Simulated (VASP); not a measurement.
# W (P-1) in VASP: single point with PBEsol

Aim: the single point of W with PBEsol.

Program: VASP 6.6.1. These are calculated values, not measurements. Logs are shortened: lines on timing, memory, paths and dates and some standing lists are left out, and cuts for length are marked.

## (1) The cell of the first run

The typed cell holds 2 atoms: a = 3.154 Å, b = 3.154 Å, c = 3.154 Å, α = 90.00°, β = 90.00°, γ = 90.00°.

## (2) Single point, PBEsol (atoms moved at random)

Contents of INCAR:

```
SYSTEM = W
  PREC = Accurate
  ENCUT = 520
  EDIFF = 1E-6
  ISMEAR = 0
  SIGMA = 0.15
  LREAL = .FALSE.
  LASPH = .TRUE.
  NELM = 80
  ALGO = Fast
  ISIF = 2
  LWAVE = .FALSE.
  LCHARG = .FALSE.
  GGA = PS
  NBANDS = 21
```

Contents of KPOINTS:

```
Automatic mesh
0
G
  10 10 10
  0 0 0
```

Contents of POSCAR:

```
W
1.0
    0.0000000000     -3.1543602775      0.0000000000
   -3.1543602775      0.0000000000      0.0000000000
    0.0000000000      0.0000000000     -3.1543602775
W
2
Direct
    0.4694807601      0.6331308543      0.5220939272
    0.0305192399     -0.1331308543     -0.0220939272
```

Potentials or basis: VASP PAW PBE potentials, release 64 (W_sv).

Command:

```sh
> cat potpaw_PBE.64/W_sv/POTCAR > POTCAR
> mpirun -np 1 vasp_std > vasp.out
```

OUTCAR:

```text
SYSTEM = W
   PREC = Accurate
   ENCUT = 520
   EDIFF = 1E-6
   ISMEAR = 0
   LREAL = .FALSE.
   LASPH = .TRUE.
   NELM = 80
   ISIF = 2
   GGA = PS

 ion  position               nearest neighbor table
   1  0.469  0.633  0.522-   2 2.13   2 2.33   2 2.40   2 2.57   2 3.13   2 3.27   2 3.32   2 3.45

   2  0.031  0.867  0.978-   1 2.13   1 2.33   1 2.40   1 2.57   1 3.13   1 3.27   1 3.32   1 3.45

  LATTYP: Found a simple cubic cell.
 ALAT       =     3.1543602775

  Lattice vectors:

 A1 = (   0.0000000000,  -3.1543602775,   0.0000000000)
 A2 = (  -3.1543602775,   0.0000000000,   0.0000000000)
 A3 = (   0.0000000000,   0.0000000000,  -3.1543602775)

Analysis of symmetry for initial positions (statically):
=====================================================================
 Subroutine PRICEL returns:
 Original cell was already a primitive cell.

 Routine SETGRP: Setting up the symmetry group for a
 simple cubic supercell.

 Subroutine GETGRP returns: Found  2 space group operations
 (whereof  1 operations were pure point group operations)
 out of a pool of 48 trial point group operations.

The static configuration has the point symmetry C_1 .
 The point group associated with its full space group is S_2 .

Analysis of symmetry for dynamics (positions and initial velocities):
=====================================================================
 Subroutine PRICEL returns:
 Original cell was already a primitive cell.

 Routine SETGRP: Setting up the symmetry group for a
 simple cubic supercell.

 Subroutine GETGRP returns: Found  2 space group operations
 (whereof  1 operations were pure point group operations)
 out of a pool of 48 trial point group operations.

The dynamic configuration has the point symmetry C_1 .
 The point group associated with its full space group is S_2 .

 Subroutine INISYM returns: Found  2 space group operations
 (whereof  1 operations are pure point group operations),
 and found     1 'primitive' translations

----------------------------------------------------------------------------------------

                                     Primitive cell

  volume of cell :      31.3858

  direct lattice vectors                    reciprocal lattice vectors
     0.000000000 -3.154360277  0.000000000     0.000000000 -0.317021492  0.000000000
    -3.154360277  0.000000000  0.000000000    -0.317021492  0.000000000  0.000000000
     0.000000000  0.000000000 -3.154360277     0.000000000  0.000000000 -0.317021492

  length of vectors
     3.154360277  3.154360277  3.154360277     0.317021492  0.317021492  0.317021492

  position of ions in fractional coordinates (direct lattice)
     0.469480760  0.633130854  0.522093927
     0.030519240  0.866869146  0.977906073

  ion indices of the primitive-cell ions
   primitive index   ion index
                 1           1
                 2           2

----------------------------------------------------------------------------------------

 KPOINTS: Automatic mesh

Automatic generation of k-mesh.
 Grid dimensions read from file:
 generate k-points for:   10   10   10

 Generating k-lattice:

  Cartesian coordinates                     Fractional coordinates (reciprocal lattice)
     0.000000000 -0.031702149  0.000000000     0.100000000  0.000000000  0.000000000
    -0.031702149  0.000000000  0.000000000     0.000000000  0.100000000  0.000000000
     0.000000000  0.000000000 -0.031702149     0.000000000  0.000000000  0.100000000

  Length of vectors
     0.031702149  0.031702149  0.031702149

  Shift w.r.t. Gamma in fractional coordinates (k-lattice)
     0.000000000  0.000000000  0.000000000

 Subroutine IBZKPT returns following result:
 ===========================================

 Found    504 irreducible k-points:

 Following reciprocal coordinates:
            Coordinates               Weight
  0.000000  0.000000  0.000000      1.000000
  0.100000  0.000000  0.000000      2.000000
  0.000000  0.100000  0.000000      2.000000
  0.000000  0.000000  0.100000      2.000000
  0.200000  0.000000  0.000000      2.000000
  0.000000  0.200000  0.000000      2.000000
[... 16 lines left out ...]
  0.200000  0.100000  0.000000      2.000000
  0.000000  0.200000  0.100000      2.000000
 [... further k-points ...]
   k-points           NKPTS =    504   k-points in BZ     NKDIM =    504   number of bands    NBANDS=     21
   number of dos      NEDOS =    301   number of ions     NIONS =      2
   total plane-waves  NPLWV =  13824
   dimension x,y,z NGX =    24 NGY =   24 NGZ =   24
   dimension x,y,z NGXF=    48 NGYF=   48 NGZF=   48
   ions per type =               2
   NGX,Y,Z   is equivalent  to a cutoff of  12.65, 12.65, 12.65 a.u.
   NGXF,Y,Z  is equivalent  to a cutoff of  25.30, 25.30, 25.30 a.u.
 SYSTEM =  W
   PREC   = accura    normal or accurate (medium, high low for compatibility)
   ISTART =      0    job   : 0-new  1-cont  2-samecut
   ICHARG =      2    charge: 1-file 2-atom 10-const
   ISPIN  =      1    spin polarized calculation?
   LNONCOLLINEAR =      F non collinear calculations
   LSORBIT =      F    spin-orbit coupling
   LASPH  =      T    aspherical Exc in radial PAW
   ENCUT  =  520.0 eV  38.22 Ry    6.18 a.u.   5.87  5.87  5.87*2*pi/ulx,y,z
   NELM   =     80;   NELMIN=  2; NELMDL= -5     # of ELM steps
   EDIFF  = 0.1E-05   stopping-criterion for ELM
   LREAL  =      F    real-space projection
   EDIFFG = 0.1E-04   stopping-criterion for IOM
   NSW    =      0    number of steps for IOM
   IBRION =     -1    ionic relax: 0-MD 1-quasi-New 2-CG
   NFREE  =      0    steps in history (QN), initial steepest desc. (CG)
   ISIF   =      2    stress and relaxation
   ISYM   =      2    0-nonsym 1-usesym 2-fastsym
   POTIM  = 0.5000    time-step for ionic-motion
   TEBEG  =    0.0;   TEEND  =   0.0 temperature during run
   PSTRESS=    0.0 pullay stress
   NELECT =      28.0000    total number of electrons
   NUPDOWN=      -1.0000    fix difference up-down
   EMIN   =  10.00;   EMAX   =-10.00  energy-range for DOS
   EFERMI =   0.00;   METHOD = LEGACY
   ISMEAR =     0;   SIGMA  =   0.15  broadening in eV -4-tet -1-fermi 0-gaus
   EFERMI_NEDOS =   21; number of points for ismear=-14 and -15
   IALGO  =     68    algorithm
   IMIX   =      4    mixing-type and parameters
     AMIX     =   0.40;   BMIX     =  1.00
     AMIX_MAG =   1.60;   BMIX_MAG =  1.00
  volume/ion in A,a.u.               =      15.69       105.90
  Fermi-wavevector in a.u.,A,eV,Ry     =   1.575976  2.978162 33.792787  2.483700
  Thomas-Fermi vector in A             =   2.676879
   LORBIT       =      0    0 simple, 1 ext, 2 COOP (PROOUT), +10 PAW based schemes
   GGA     = PS    functional components
   LHFCALC =     F    Hartree Fock is set to
   AEXX    =    0.0000 exact exchange contribution
   IVDW    =     0    specifies the selected vdW correction
   LEPSILON=     F    determine dielectric tensor
   LRPA    =     F    only Hartree local field effects (RPA)
 non-spin polarized calculation
 RMM-DIIS sequential band-by-band and
 Gauss-broadening in eV      SIGMA  =   0.15
  energy-cutoff  :      520.00
  volume of cell :       31.39
 maximum number of plane-waves:       870
   NGX = 11   NGY = 11   NGZ = 11

 number of electron      28.0000001 magnetization

 Free energy of the ion-electron system (eV)
  ---------------------------------------------------
  ext. energy  EPLUGINS =         0.00000000
  ---------------------------------------------------
  free energy    TOTEN  =       -23.19853693 eV

  energy without entropy =      -23.18830161  energy(sigma->0) =      -23.19341927

 E-fermi :  11.2293     XC(G=0): -13.5719

 val. band max:       11.2211065359   @ k =  -0.1000  -0.1000   0.2000
 cond. band min:      11.2328435808   @ k =   0.5000  -0.2000   0.4000
 fundamental gap:      0.0117370449
 Fermi energy:        11.2292890158

 k-point     1 :       0.0000    0.0000    0.0000
  band No.  band energies     occupation
      1     -62.8856      2.00000
      2     -61.9791      2.00000
      3     -28.5514      2.00000
      4     -27.8914      2.00000
      5     -26.7502      2.00000
      6     -26.5830      2.00000
[... 13 lines left out ...]
     20      20.5290      0.00000
     21      21.1599      0.00000

 k-point     2 :       0.1000    0.0000    0.0000
  band No.  band energies     occupation
      1     -62.8697      2.00000
      2     -61.9944      2.00000
      3     -28.5352      2.00000
      4     -27.8730      2.00000
      5     -26.7694      2.00000
      6     -26.5727      2.00000
[... 13 lines left out ...]
     20      19.9368      0.00000
     21      22.4361      0.00000

 k-point     3 :       0.0000    0.1000    0.0000
  band No.  band energies     occupation
      1     -62.8838      2.00000
      2     -61.9792      2.00000
      3     -28.5478      2.00000
      4     -27.8862      2.00000
      5     -26.8009      2.00000
      6     -26.5754      2.00000
[... 13 lines left out ...]
     20      21.2398      0.00000
     21      21.4397      0.00000

 k-point     4 :       0.0000    0.0000    0.1000
  band No.  band energies     occupation
      1     -62.8671      2.00000
      2     -61.9971      2.00000
      3     -28.5423      2.00000
      4     -27.8751      2.00000
      5     -26.7439      2.00000
      6     -26.5961      2.00000
[... 13 lines left out ...]
     20      19.6358      0.00000
     21      22.5385      0.00000

 k-point     5 :       0.2000    0.0000    0.0000
  band No.  band energies     occupation
      1     -62.8249      2.00000
      2     -62.0374      2.00000
      3     -28.4919      2.00000
      4     -27.8099      2.00000
      5     -26.8569      2.00000
      6     -26.5216      2.00000
[... 13 lines left out ...]
     20      18.3378      0.00000
     21      24.0867      0.00000
[... 382 lines left out ...]
     20      20.6012      0.00000
     21      21.7403      0.00000

 k-point    22 :       0.0000   -0.1000    0.1000
  band No.  band energies     occupation
      1     -62.8654      2.00000
      2     -61.9971      2.00000
      3     -28.5434      2.00000
      4     -27.8698      2.00000
      5     -26.7631      2.00000
      6     -26.6197      2.00000
[... 13 lines left out ...]
     20      19.9879      0.00000
     21      22.5454      0.00000

 k-point    23 :       0.2000    0.1000    0.0000
  band No.  band energies     occupation
      1     -62.8234      2.00000
      2     -62.0372      2.00000
      3     -28.4973      2.00000
      4     -27.8103      2.00000
      5     -26.8496      2.00000
      6     -26.5695      2.00000
[... 13 lines left out ...]
     20      18.5400      0.00000
     21      23.2937      0.00000

 k-point    24 :       0.0000    0.2000    0.1000
  band No.  band energies     occupation
      1     -62.8603      2.00000
      2     -61.9977      2.00000
      3     -28.5264      2.00000
      4     -27.8647      2.00000
      5     -26.9060      2.00000
      6     -26.5849      2.00000
[... 13 lines left out ...]
     20      20.3515      0.00000
     21      22.4371      0.00000

 [... further k-points ...]
[... 5 lines left out ...]
  --------------------------------------------------------------------------------------
  -------------------------------------------------------------------------------------
  Total        2.0460382     18.8693826     19.6037982     -4.8768001     -3.6372442      3.8551055
  in kB      104.4456689    963.2397282   1000.7300009   -248.9497231   -185.6731704    196.7945026
  external PRESSURE =     689.4717993 kB  Pullay stress =       0.0000000 kB

 VOLUME and BASIS-vectors are now :
 -----------------------------------------------------------------------------
  energy-cutoff  :      520.00
  volume of cell :       31.39
      direct lattice vectors                 reciprocal lattice vectors
     0.000000000 -3.154360277  0.000000000     0.000000000 -0.317021492  0.000000000
    -3.154360277  0.000000000  0.000000000    -0.317021492  0.000000000  0.000000000
     0.000000000  0.000000000 -3.154360277     0.000000000  0.000000000 -0.317021492

 POSITION                                       TOTAL-FORCE (eV/Angst)
 -----------------------------------------------------------------------------------
     -1.99712     -1.48091     -1.64687         8.152764     -6.717511      5.249013
     -2.73442     -0.09627     -3.08467        -8.152764      6.717511     -5.249013
 -----------------------------------------------------------------------------------
    total drift:                               -0.000000     -0.000000     -0.000000

  FREE ENERGIE OF THE ION-ELECTRON SYSTEM (eV)
  ---------------------------------------------------
  free  energy   TOTEN  =       -23.1985369336 eV

  energy  without entropy=      -23.1883016052  energy(sigma->0) =      -23.19341927
```

Wall time 2.4 min (1 thread of Intel Xeon Platinum 8259CL at 2.50GHz (Skylake/Cascade Lake), shared host); peak memory 0.35 GiB.

What came out:

| Property | Result |
| --- | --- |
| Free energy | -23.1985 eV |
| Pressure | 68.9 GPa |
| Largest force | 11.796 eV/Å |
| Band gap on the k mesh | zero (bands 14 and 15 overlap by 2.00 eV) |

Forces on the atoms (eV/Å):
```
W    8.153 -6.718  5.249
W   -8.153  6.718 -5.249
```

Stress tensor (GPa, compression positive):
```
 10.44 -24.89  19.68
-24.89  96.32 -18.57
 19.68 -18.57 100.07
```

Caveat: the cell differs from its parent crystal (atoms moved at random); the stress differs along the axes, from 10 to 100 GPa; the PAW data sets were made with another functional, which shifts forces and pressure a little; spin-orbit coupling is left out, which moves the levels of the heavy elements.
